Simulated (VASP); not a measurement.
# Pt: single point with r2SCAN

Crystal: Pt.

```
CELL_PARAMETERS angstrom
0.00000 2.05579 1.90895
2.05579 0.00000 1.90895
2.05579 2.05579 0.00000
ATOMIC_POSITIONS crystal
Pt 0.00000 0.00000 0.00000
```

This cell differs from its parent crystal: strain +0.050 along x and y, -0.025 along z.

- Program: VASP 6.6.1
- Task: single point
- Functional: r2SCAN
- Potentials or basis: VASP PAW PBE potentials, release 64 (Pt)
- Cutoff: 520 eV
- k mesh: 20 × 20 × 20
- Occupations: gaussian, width 0.15 eV
- Spin: no spin polarisation

```json
{
 "Pressure": "-11.6 GPa",
 "Band gap on the k mesh": "zero (bands 5 and 6 overlap by 2.40 eV)"
}
```

Stress tensor (GPa, compression positive):
```
-12.67   0.00   0.00
  0.00 -12.67   0.00
  0.00   0.00  -9.51
```

Levels at points of the mesh, in eV from the Fermi level:
```csv
k point,band 3,band 4,band 5,band 6,band 7,band 8
"(0.00, 0.00, 0.00)",-3.71,-2.94,-2.01,-1.16,15.77,19.89
"(0.50, 0.00, 0.00)",-3.16,-0.19,0.02,0.26,5.70,15.15
"(0.50, 0.50, 0.00)",-0.03,0.51,0.51,3.10,9.91,10.92
"(0.50, 0.00, 0.50)",-0.10,0.13,0.75,1.67,8.04,12.14
```

Wall time 8.2 min on 1 thread of Oxide Virtual Turin-like Processor, with other jobs on the host, peak memory 0.21 GiB.

Caveat: the cell differs from its parent crystal (strain +0.050 along x and y, -0.025 along z); the cell stands under tension; the PAW data sets were made with another functional, which shifts forces and pressure a little; spin-orbit coupling is left out, which moves the levels of the heavy elements.
